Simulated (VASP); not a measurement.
# BN (F-43m) in VASP: settings compared, part 2 of 2

VASP 6.6.1.

## 4. Relaxation of cell and atoms, LDA

INCAR

```
ALGO = Normal
EDIFF = 1E-7
EDIFFG = -0.01
ENCUT = 600
GGA = CA
IBRION = 2
ISIF = 3
ISMEAR = -1
LASPH = T
LCHARG = F
LREAL = F
LWAVE = F
NELM = 100
NSW = 80
PREC = Accurate
SIGMA = 0.05
```

KPOINTS

```
k-points
0
Gamma
  13 13 13
```

POSCAR

```
BN
1.0
    0.0000000000      1.8130010000      1.8130010000
    1.8130010000      0.0000000000      1.8130010000
    1.8130010000      1.8130010000      0.0000000000
N B
1 1
Direct
    0.2500000000      0.2500000000      0.2500000000
    0.0000000000      0.0000000000      0.0000000000
```

Potentials or basis: VASP PAW LDA potentials, release 64 (N, B).

On the command line:

```console
$ cat potpaw_LDA.64/N/POTCAR potpaw_LDA.64/B/POTCAR > POTCAR
$ mpirun -np 1 vasp_std > vasp.out
```

It took 9.2 s on 1 thread of Intel Xeon 6975P-C, shared host; peak memory 0.12 GiB.

The run converged. Its results:

- Free energy: -19.4176 eV
- Relaxed volume: 5.75 Å³/atom
- Relaxed cell: a = 2.533 Å, b = 2.533 Å, c = 2.533 Å, α = 60.00°, β = 60.00°, γ = 60.00°
- Space group after relaxing (to 0.05 Å): F-43m (No. 216)
- Energy gained by relaxing: 9.2 meV/atom
- Ionic steps: 3
- Pressure after relaxing: -0.1 GPa
- Band gap on the k mesh: 4.45 eV, indirect (least direct gap 8.81 eV)

Step by step:
```
step  energy change (eV)  largest force (eV/Å)  pressure (GPa)  volume (Å³)
   1              0.0000                0.0000          -13.60        11.92
   2              0.0027                0.0000           16.35        11.07
   3             -0.0185                0.0000           -0.10        11.50
```

Final structure:
```
CELL_PARAMETERS angstrom
0.00000 1.79143 1.79143
1.79143 0.00000 1.79143
1.79143 1.79143 0.00000
ATOMIC_POSITIONS crystal
N 0.25000 0.25000 0.25000
B 0.00000 0.00000 0.00000
```

Levels at points of the mesh, in eV from the valence-band top:
```tsv
k point	band 2	band 3	band 4	band 5	band 6	band 7
(0.00, 0.00, 0.00)	0.00	0.00	0.00	8.81	8.81	8.81
```

A k mesh can miss the band edges.

## 5. Single point, BLYP

This run uses another cell than the first one, of 6.06 Å³/atom, 1.018 times its volume.

INCAR

```
SYSTEM = BN
PREC = Accurate
ENCUT = 520
EDIFF = 1E-7
ISMEAR = -1
SIGMA = 0.05
LREAL = .False.
LASPH = .True.
NELM = 60
ALGO = Normal
ISIF = 2
LWAVE = .False.
LCHARG = .False.
GGA = B5
ALDAX = 1.0
AGGAX = 1.0
AGGAC = 1.0
ALDAC = 0.0
NBANDS = 11
```

KPOINTS

```
Automatic mesh
0
Gamma
  13 13 13
  0 0 0
```

POSCAR

```
BN
1.0
    0.0000000000      1.8235416322      1.8235416322
    1.8235416322      0.0000000000      1.8235416322
    1.8235416322      1.8235416322      0.0000000000
N B
1 1
Direct
    0.2500000000      0.2500000000      0.2500000000
    0.0000000000      0.0000000000      0.0000000000
```

Potentials or basis: VASP PAW PBE potentials, release 64 (N, B).

On the command line:

```console
$ cat potpaw_PBE.64/N/POTCAR potpaw_PBE.64/B/POTCAR > POTCAR
$ mpirun -np 1 vasp_std > vasp.out
```

Wall time 6.7 s (1 thread of Intel Xeon 6975P-C (Granite Rapids), shared host); peak memory 0.12 GiB.

The run converged. Its results:

* Free energy: -16.4109 eV
* Pressure: 0.0 GPa
* Band gap on the k mesh: 4.91 eV, indirect (least direct gap 8.80 eV)

Levels at points of the mesh, in eV from the valence-band top:
```tsv
k point	band 1	band 2	band 3	band 4	band 5	band 6	band 7	band 8
(0.00, 0.00, 0.00)	-19.72	0.00	0.00	0.00	8.80	8.80	8.80	10.24
```

Caveat: the PAW data sets were made with another functional, which shifts forces and pressure a little.

## 6. Single point, r2SCAN

This run uses another cell than the first one, of 5.88 Å³/atom, 0.987 times its volume.

POSCAR

```
BN
1.0
    0.0000000000      1.8048135926      1.8048135926
    1.8048135926      0.0000000000      1.8048135926
    1.8048135926      1.8048135926      0.0000000000
N B
1 1
Direct
    0.2500000000      0.2500000000      0.2500000000
    0.0000000000      0.0000000000      0.0000000000
```

INCAR.step1

```
PREC = Accurate
ENCUT = 520
ISMEAR = -1
SIGMA = 0.05
LREAL = F
LASPH = T
NELM = 60
NBANDS = 11
GGA = PE
ALGO = Normal
EDIFF = 1E-4
LWAVE = T
LCHARG = F
```

INCAR.step2

```
PREC = Accurate
ENCUT = 520
EDIFF = 1E-6
ISMEAR = -1
SIGMA = 0.05
LREAL = F
LASPH = T
NELM = 60
ALGO = Normal
ISIF = 2
LWAVE = F
LCHARG = F
METAGGA = R2SCAN
LMIXTAU = T
NBANDS = 11
ISTART = 1
```

KPOINTS

```
regular mesh
0
Gamma
  13 13 13
```

Potentials or basis: VASP PAW PBE potentials, release 64 (N, B).

On the command line:

```console
$ cat potpaw_PBE.64/N/POTCAR potpaw_PBE.64/B/POTCAR > POTCAR
$ cp INCAR.step1 INCAR
$ mpirun -np 1 vasp_std > vasp.out
$ cp INCAR.step2 INCAR
$ mpirun -np 1 vasp_std > vasp.out
```

OUTCAR:

```text
PREC = Accurate
   ENCUT = 520
   EDIFF = 1E-6
   ISMEAR = -1
   LREAL = F
   LASPH = T
   NELM = 60
   ISIF = 2
   METAGGA = R2SCAN
   ISTART = 1

 ion  position               nearest neighbor table
   1  0.250  0.250  0.250-   2 1.56   2 1.56   2 1.56   2 1.56
   2  0.000  0.000  0.000-   1 1.56   1 1.56   1 1.56   1 1.56

  LATTYP: Found a face centered cubic cell.
 ALAT       =     3.6096271852

  Lattice vectors:

 A1 = (   0.0000000000,   1.8048135926,   1.8048135926)
[... 521 lines left out ...]
------------------------ aborting loop because EDIFF is reached ----------------------------------------

  FORCE on cell =-STRESS in cart. coord.  units (eV):
  Direction    XX          YY          ZZ          XY          YZ          ZX
  --------------------------------------------------------------------------------------
  -------------------------------------------------------------------------------------
  Total        0.0846643      0.0846643      0.0846643     -0.0000000     -0.0000000     -0.0000000
  in kB       11.5367614     11.5367614     11.5367614     -0.0000000     -0.0000000     -0.0000000
  external PRESSURE =      11.5367614 kB  Pullay stress =       0.0000000 kB

 VOLUME and BASIS-vectors are now :
 -----------------------------------------------------------------------------
  energy-cutoff  :      520.00
  volume of cell :       11.76
      direct lattice vectors                 reciprocal lattice vectors
     0.000000000  1.804813593  1.804813593    -0.277036921  0.277036921  0.277036921
     1.804813593  0.000000000  1.804813593     0.277036921 -0.277036921  0.277036921
     1.804813593  1.804813593  0.000000000     0.277036921  0.277036921 -0.277036921

 POSITION                                       TOTAL-FORCE (eV/Angst)
 -----------------------------------------------------------------------------------
      0.90241      0.90241      0.90241        -0.000000     -0.000000     -0.000000
      0.00000      0.00000      0.00000         0.000000      0.000000      0.000000
 -----------------------------------------------------------------------------------
    total drift:                                0.000000      0.000000      0.000000

  FREE ENERGIE OF THE ION-ELECTRON SYSTEM (eV)
  ---------------------------------------------------
  free  energy   TOTEN  =       -19.1715759599 eV

  energy  without entropy=      -19.1715759599  energy(sigma->0) =      -19.17157596
```

OSZICAR.step1:

```text
N       E                     dE             d eps       ncg     rms          rms(c)
DAV:   1     0.102339051832E+02    0.10234E+02   -0.51091E+03  1944   0.728E+02
DAV:   2    -0.179214165271E+02   -0.28155E+02   -0.27311E+02  2186   0.165E+02
DAV:   3    -0.184198778412E+02   -0.49846E+00   -0.49777E+00  2157   0.188E+01
DAV:   4    -0.184204208952E+02   -0.54305E-03   -0.54305E-03  1992   0.706E-01
DAV:   5    -0.184204213903E+02   -0.49515E-06   -0.49505E-06  1997   0.207E-02    0.673E+00
DAV:   6    -0.175359617704E+02    0.88446E+00   -0.29269E+00  1941   0.991E+00    0.328E+00
DAV:   7    -0.174625274604E+02    0.73434E-01   -0.10608E-01  2067   0.268E+00    0.193E+00
DAV:   8    -0.174480775290E+02    0.14450E-01   -0.35724E-02  2072   0.138E+00    0.195E-01
DAV:   9    -0.174482600465E+02   -0.18252E-03   -0.94978E-04  1950   0.258E-01    0.839E-02
DAV:  10    -0.174483467088E+02   -0.86662E-04   -0.12096E-04  2023   0.939E-02
   1 F= -.17448347E+02 E0= -.17448347E+02  d E =-.313222E-10
```

Run time: 18 s. Hardware: 1 thread of Intel Xeon 6975P-C (Granite Rapids), shared host; peak memory 0.13 GiB.

What came out:

```
Free energy            : -19.1716 eV
Pressure               : 1.2 GPa
Band gap on the k mesh : 5.06 eV, indirect (least direct gap 9.55 eV)
```

Levels at points of the mesh, in eV from the valence-band top:
```csv
k point,band 1,band 2,band 3,band 4,band 5,band 6,band 7,band 8
"(0.00, 0.00, 0.00)",-21.34,0.00,0.00,0.00,9.55,9.55,9.55,11.14
```

Caveat: the PAW data sets were made with another functional, which shifts forces and pressure a little.

## 7. Overview

```csv
task,level,potentials or basis,cell,cutoff (eV),gap on the mesh (eV),pressure (GPa)
relaxation of cell and atoms,PBEsol,"VASP PAW PBE potentials, release 64 (N, B)","relaxed to 20 GPa from a = 2.564 Å, angles 60.0°, 2 atoms",600,4.41,20.0
relaxation of cell and atoms,PBEsol,"VASP PAW PBE potentials, release 64 (N, B)","relaxed to 30 GPa from a = 2.564 Å, angles 60.0°, 2 atoms",600,4.43,29.9
relaxation of cell and atoms,LDA,"VASP PAW LDA potentials, release 64 (N, B)","relaxed from a = 2.564 Å, angles 60.0°, 2 atoms",600,4.45,-0.1
single point,BLYP,"VASP PAW PBE potentials, release 64 (N, B)","a = 2.579 Å, angles 60.0°, 2 atoms",520,4.91,0.0
single point,r2SCAN,"VASP PAW PBE potentials, release 64 (N, B)","a = 2.552 Å, angles 60.0°, 2 atoms",520,5.06,1.2
```

Alike in all rows: no spin polarisation; k mesh 13 × 13 × 13; smearing fermi-dirac 0.05 eV.

Caveats: the PAW data sets were made with another functional, which shifts forces and pressure a little (some runs); the cell is relaxed towards a set pressure, so the enthalpy falls and the energy may rise (some runs).

Total energies depend on the potentials used, so only differences within one code and one set of settings carry meaning.
